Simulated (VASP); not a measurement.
# Cl in VASP: a series of runs, part 2 of 2

VASP 6.6.1.

### Step 4. Single point, PBEsol

The input, INCAR:

```
SYSTEM = Cl
PREC = Accurate
ENCUT = 520
EDIFF = 1E-6
ISMEAR = -1
SIGMA = 0.05
LREAL = .FALSE.
LASPH = .TRUE.
NELM = 100
ALGO = Normal
ISIF = 2
LWAVE = .FALSE.
LCHARG = .FALSE.
GGA = PS
NBANDS = 54
```

The input, KPOINTS:

```
regular mesh
0
G
  1 1 1
  0 0 0
```

The input, POSCAR:

```
Cl
1.0
    7.3986360000      0.0000000000      0.0000000000
    0.0000000000      7.3986360000      0.0000000000
    0.0000000000      0.0000000000      7.3986360000
Cl
12
Direct
    0.0408994307      0.1321730113     -0.1563801760
    0.2306371066      0.3246409203     -0.1157105175
    0.7975794457      0.9081944294      0.8422903897
    0.9592984437      0.6222092829      0.8226651507
    0.3355753682      0.2808085166      0.3870037666
    0.3211673071     -0.0096369115      0.3894907115
    0.9753689734      0.6438348906      0.4477176604
    0.9631910531      0.6238717515      0.1451889240
    0.3179775299      0.6404018254      0.4069128418
    0.6079769298      0.6487141684      0.3910045041
    0.5658069947      0.1505412619      0.8737961970
    0.7177539211      0.3783670395      0.8443988865
```

Potentials or basis: VASP PAW PBE potentials, release 64 (Cl).

Started as:

```
cat potpaw_PBE.64/Cl/POTCAR > POTCAR
mpirun -np 1 vasp_gam > vasp.out
```

OUTCAR:

```text
SYSTEM = Cl
   PREC = Accurate
   ENCUT = 520
   EDIFF = 1E-6
   ISMEAR = -1
   LREAL = .FALSE.
   LASPH = .TRUE.
   NELM = 100
   ISIF = 2
   GGA = PS

 ion  position               nearest neighbor table
   1  0.041  0.132  0.844-   2 2.02   3 2.45
   2  0.231  0.325  0.884-   1 2.02
   3  0.798  0.908  0.842-   4 2.44   1 2.45  11 2.49
   4  0.959  0.622  0.823-   8 2.39   3 2.44  12 2.54
   5  0.336  0.281  0.387-   6 2.15
   6  0.321  0.990  0.389-   5 2.15   9 2.59
   7  0.975  0.644  0.448-   8 2.24   9 2.55
   8  0.963  0.624  0.145-   7 2.24   4 2.39
   9  0.318  0.640  0.407-  10 2.15   7 2.55   6 2.59
  10  0.608  0.649  0.391-   9 2.15
  11  0.566  0.151  0.874-  12 2.04   3 2.49
  12  0.718  0.378  0.844-  11 2.04   4 2.54

  LATTYP: Found a simple cubic cell.
 ALAT       =     7.3986360000

  Lattice vectors:

 A1 = (   7.3986360000,   0.0000000000,   0.0000000000)
 A2 = (   0.0000000000,   7.3986360000,   0.0000000000)
 A3 = (   0.0000000000,   0.0000000000,   7.3986360000)

Analysis of symmetry for initial positions (statically):
=====================================================================
 Subroutine PRICEL returns:
 Original cell was already a primitive cell.

 Routine SETGRP: Setting up the symmetry group for a
 simple cubic supercell.

 Subroutine GETGRP returns: Found  1 space group operations
 (whereof  1 operations were pure point group operations)
 out of a pool of 48 trial point group operations.

The static configuration has the point symmetry C_1 .

Analysis of symmetry for dynamics (positions and initial velocities):
=====================================================================
 Subroutine PRICEL returns:
 Original cell was already a primitive cell.

 Routine SETGRP: Setting up the symmetry group for a
 simple cubic supercell.

 Subroutine GETGRP returns: Found  1 space group operations
 (whereof  1 operations were pure point group operations)
 out of a pool of 48 trial point group operations.

The dynamic configuration has the point symmetry C_1 .

 Subroutine INISYM returns: Found  1 space group operations
 (whereof  1 operations are pure point group operations),
 and found     1 'primitive' translations

----------------------------------------------------------------------------------------

                                     Primitive cell

  volume of cell :     405.0000

  direct lattice vectors                    reciprocal lattice vectors
     7.398636000  0.000000000  0.000000000     0.135160048  0.000000000  0.000000000
     0.000000000  7.398636000  0.000000000     0.000000000  0.135160048  0.000000000
     0.000000000  0.000000000  7.398636000     0.000000000  0.000000000  0.135160048

  length of vectors
     7.398636000  7.398636000  7.398636000     0.135160048  0.135160048  0.135160048

  position of ions in fractional coordinates (direct lattice)
     0.040899431  0.132173011  0.843619824
     0.230637107  0.324640920  0.884289483
     0.797579446  0.908194429  0.842290390
     0.959298444  0.622209283  0.822665151
[... 48 lines left out ...]
 Found      1 irreducible k-points:

 Following reciprocal coordinates:
            Coordinates               Weight
  0.000000  0.000000  0.000000      1.000000
   k-points           NKPTS =      1   k-points in BZ     NKDIM =      1   number of bands    NBANDS=     54
   number of dos      NEDOS =    301   number of ions     NIONS =     12
   total plane-waves  NPLWV = 175616
   dimension x,y,z NGX =    56 NGY =   56 NGZ =   56
   dimension x,y,z NGXF=   112 NGYF=  112 NGZF=  112
   ions per type =              12
   NGX,Y,Z   is equivalent  to a cutoff of  12.58, 12.58, 12.58 a.u.
   NGXF,Y,Z  is equivalent  to a cutoff of  25.17, 25.17, 25.17 a.u.
 SYSTEM =  Cl
   PREC   = accura    normal or accurate (medium, high low for compatibility)
   ISTART =      0    job   : 0-new  1-cont  2-samecut
   ICHARG =      2    charge: 1-file 2-atom 10-const
   ISPIN  =      1    spin polarized calculation?
   LNONCOLLINEAR =      F non collinear calculations
   LSORBIT =      F    spin-orbit coupling
   LASPH  =      T    aspherical Exc in radial PAW
   ENCUT  =  520.0 eV  38.22 Ry    6.18 a.u.  13.76 13.76 13.76*2*pi/ulx,y,z
   NELM   =    100;   NELMIN=  2; NELMDL= -5     # of ELM steps
   EDIFF  = 0.1E-05   stopping-criterion for ELM
   LREAL  =      F    real-space projection
   EDIFFG = 0.1E-04   stopping-criterion for IOM
   NSW    =      0    number of steps for IOM
   IBRION =     -1    ionic relax: 0-MD 1-quasi-New 2-CG
   NFREE  =      0    steps in history (QN), initial steepest desc. (CG)
   ISIF   =      2    stress and relaxation
   ISYM   =      2    0-nonsym 1-usesym 2-fastsym
   POTIM  = 0.5000    time-step for ionic-motion
   TEBEG  =    0.0;   TEEND  =   0.0 temperature during run
   PSTRESS=    0.0 pullay stress
   NELECT =      84.0000    total number of electrons
   NUPDOWN=      -1.0000    fix difference up-down
   EMIN   =  10.00;   EMAX   =-10.00  energy-range for DOS
   EFERMI =   0.00;   METHOD = LEGACY
   ISMEAR =    -1;   SIGMA  =   0.05  broadening in eV -4-tet -1-fermi 0-gaus
   EFERMI_NEDOS =   21; number of points for ismear=-14 and -15
   IALGO  =     38    algorithm
   IMIX   =      4    mixing-type and parameters
     AMIX     =   0.40;   BMIX     =  1.00
     AMIX_MAG =   1.60;   BMIX_MAG =  1.00
  volume/ion in A,a.u.               =      33.75       227.76
  Fermi-wavevector in a.u.,A,eV,Ry     =   0.969058  1.831253 12.776859  0.939073
  Thomas-Fermi vector in A             =   2.099079
   LORBIT       =      0    0 simple, 1 ext, 2 COOP (PROOUT), +10 PAW based schemes
   GGA     = PS    functional components
   LHFCALC =     F    Hartree Fock is set to
   AEXX    =    0.0000 exact exchange contribution
   IVDW    =     0    specifies the selected vdW correction
   LEPSILON=     F    determine dielectric tensor
   LRPA    =     F    only Hartree local field effects (RPA)
 non-spin polarized calculation
  energy-cutoff  :      520.00
  volume of cell :      405.00
 maximum number of plane-waves:      5510
 NGX is ok and might be reduce to    54
   NGX = 27   NGY = 27   NGZ = 27

 number of electron      84.0000003 magnetization

 Free energy of the ion-electron system (eV)
  ---------------------------------------------------
  ext. energy  EPLUGINS =         0.00000000
  ---------------------------------------------------
  free energy    TOTEN  =       -26.55674268 eV

  energy without entropy =      -26.55556632  energy(sigma->0) =      -26.55615450

 E-fermi :  -0.4989     XC(G=0):  -6.8894

 val. band max:       -0.8613462495   @ k =   0.0000   0.0000   0.0000
 cond. band min:      -0.1366220567   @ k =   0.0000   0.0000   0.0000
 fundamental gap:      0.7247241928
 Fermi energy:        -0.4989230130

 k-point     1 :       0.0000    0.0000    0.0000
  band No.  band energies     occupation
      1     -19.0975      2.00000
      2     -18.3629      2.00000
      3     -17.6087      2.00000
      4     -17.1691      2.00000
      5     -16.3745      2.00000
      6     -16.0352      2.00000
[... 46 lines left out ...]
     53       6.9972      0.00000
     54       7.2638      0.00000

------------------------ aborting loop because EDIFF is reached ----------------------------------------

  FORCE on cell =-STRESS in cart. coord.  units (eV):
  Direction    XX          YY          ZZ          XY          YZ          ZX
  --------------------------------------------------------------------------------------
  -------------------------------------------------------------------------------------
  Total       -3.9466660     -3.7683827     -5.0166113      0.2150661      0.3891317     -0.0666153
  in kB      -15.6129859    -14.9076983    -19.8456832      0.8508000      1.5394025     -0.2635299
  external PRESSURE =     -16.7887892 kB  Pullay stress =       0.0000000 kB

 VOLUME and BASIS-vectors are now :
 -----------------------------------------------------------------------------
  energy-cutoff  :      520.00
  volume of cell :      405.00
      direct lattice vectors                 reciprocal lattice vectors
     7.398636000  0.000000000  0.000000000     0.135160048  0.000000000  0.000000000
     0.000000000  7.398636000  0.000000000     0.000000000  0.135160048  0.000000000
     0.000000000  0.000000000  7.398636000     0.000000000  0.000000000  0.135160048

 POSITION                                       TOTAL-FORCE (eV/Angst)
 -----------------------------------------------------------------------------------
      0.30260      0.97790      6.24164         0.036090     -0.260183      0.283853
      1.70640      2.40190      6.54254        -0.129059      0.292053     -0.311730
      5.90100      6.71940      6.23180        -0.192655     -0.006564     -0.199766
      7.09750      4.60350      6.08660         0.001366      0.111404     -0.253082
      2.48280      2.07760      2.86330        -0.273704      0.240503      0.189827
      2.37620      7.32734      2.88170         0.000551     -0.096908      0.116955
      7.21640      4.76350      3.31250        -0.771974     -0.387532     -0.285301
      7.12630      4.61580      1.07420         0.275957      0.197297      0.013890
      2.35260      4.73810      3.01060         0.122643     -0.038182     -0.023715
      4.49820      4.79960      2.89290         0.648193     -0.096033      0.617074
      4.18620      1.11380      6.46490         0.214549      0.281954     -0.095121
      5.31040      2.79940      6.24740         0.068045     -0.237808     -0.052884
 -----------------------------------------------------------------------------------
    total drift:                               -0.000050     -0.000848     -0.000030

  FREE ENERGIE OF THE ION-ELECTRON SYSTEM (eV)
  ---------------------------------------------------
  free  energy   TOTEN  =       -26.5567426835 eV

  energy  without entropy=      -26.5555663200  energy(sigma->0) =      -26.55615450
```

Run time: 54 s. Hardware: 1 thread of Intel Xeon Platinum 8259CL at 2.50GHz (Skylake/Cascade Lake), shared host; peak memory 0.39 GiB.

What came out:

```yaml
Free_energy: -26.5567 eV
Pressure: -1.7 GPa
Largest_force: 0.910 eV/Å
Band_gap_on_the_k_mesh: 0.72 eV
```

Forces in eV/Å, atoms in the order of the input:
```
Cl   0.036 -0.260  0.284
Cl  -0.129  0.292 -0.312
Cl  -0.193 -0.007 -0.200
Cl   0.001  0.111 -0.253
Cl  -0.274  0.241  0.190
Cl   0.001 -0.097  0.117
Cl  -0.772 -0.388 -0.285
Cl   0.276  0.197  0.014
Cl   0.123 -0.038 -0.024
Cl   0.648 -0.096  0.617
Cl   0.215  0.282 -0.095
Cl   0.068 -0.238 -0.053
```

Levels at points of the mesh, in eV from the valence-band top:
```
           k point  band 39  band 40  band 41  band 42  band 43  band 44  band 45  band 46
(0.00, 0.00, 0.00)    -1.16    -0.46    -0.30     0.00     0.72     1.36     2.27     2.51
```

Caveat: the k points lie up to 0.85 Å⁻¹ apart; the PAW data sets were made with another functional, which shifts forces and pressure a little.

### Step 5. Single point, PBEsol

The input, INCAR:

```
ALGO     = Normal         # electronic algorithm
EDIFF    = 1E-6           # SCF threshold, eV
ENCUT    = 520            # plane-wave cutoff, eV
GGA      = PS             # functional
ISIF     = 2              # what is computed and relaxed
ISMEAR   = -1             # smearing method
LASPH    = True           # aspherical terms in the spheres
LCHARG   = False          # write CHGCAR
LREAL    = False          # projectors in reciprocal space
LWAVE    = False          # write WAVECAR
NBANDS   = 54             # bands
NELM     = 60             # most SCF steps
PREC     = Accurate       # precision mode
SIGMA    = 0.05           # smearing width, eV
```

The input, KPOINTS:

```
k-points
0
Gamma
  1 1 1
```

The input, POSCAR:

```
Cl
1.0
    7.3986360000      0.0000000000      0.0000000000
    0.0000000000      7.3986360000      0.0000000000
    0.0000000000      0.0000000000      7.3986360000
Cl
12
Direct
    0.0347766805      0.1356466246     -0.1710180093
    0.2183375422      0.3431037829     -0.1548663835
    0.7919567877      0.9226160065      0.8042698681
    0.9592308636      0.6334275669      0.8353566793
    0.3318719829      0.2743478663      0.4024660762
    0.3354266922     -0.0201388472      0.4087239864
    0.9789642307      0.6293997975      0.4739251938
    0.9590957036      0.6365903121      0.1526767907
    0.3292769100      0.6231689192      0.4516373018
    0.6285888372      0.6169110090      0.4515291738
    0.5523991179      0.1661387315      0.7997960705
    0.7132666075      0.3829084172      0.8238680751
```

Started as:

```
cat potpaw_PBE.64/Cl/POTCAR > POTCAR
mpirun -np 1 vasp_gam > vasp.out
```

Run time: 52 s. Hardware: 1 thread of Intel Xeon Platinum 8259CL at 2.50GHz (Skylake/Cascade Lake), shared host; peak memory 0.4 GiB.

The run converged. Its results:

```yaml
Free_energy: -26.7715 eV
Pressure: -2.2 GPa
Largest_force: 0.817 eV/Å
Band_gap_on_the_k_mesh: 0.73 eV
```

Forces on the atoms (eV/Å):
```
Cl  -0.150  0.081 -0.037
Cl  -0.075  0.017 -0.058
Cl   0.057 -0.221  0.086
Cl   0.058 -0.062 -0.221
Cl  -0.060 -0.117  0.276
Cl  -0.097 -0.041  0.333
Cl  -0.609 -0.107 -0.535
Cl   0.341 -0.069  0.269
Cl  -0.008  0.110 -0.530
Cl   0.353  0.297  0.190
Cl   0.145  0.188  0.194
Cl   0.045 -0.076  0.032
```

Stress tensor (GPa, compression positive):
```
-2.54  0.09 -0.08
 0.09 -1.51 -0.05
-0.08 -0.05 -2.42
```

Levels at points of the mesh, in eV from the valence-band top:
| k point | band 39 | band 40 | band 41 | band 42 | band 43 | band 44 | band 45 | band 46 |
| --- | --- | --- | --- | --- | --- | --- | --- | --- |
| (0.00, 0.00, 0.00) | -1.09 | -0.58 | -0.23 | 0.00 | 0.73 | 1.54 | 2.30 | 2.35 |

Caveat: the k points lie up to 0.85 Å⁻¹ apart; the PAW data sets were made with another functional, which shifts forces and pressure a little.
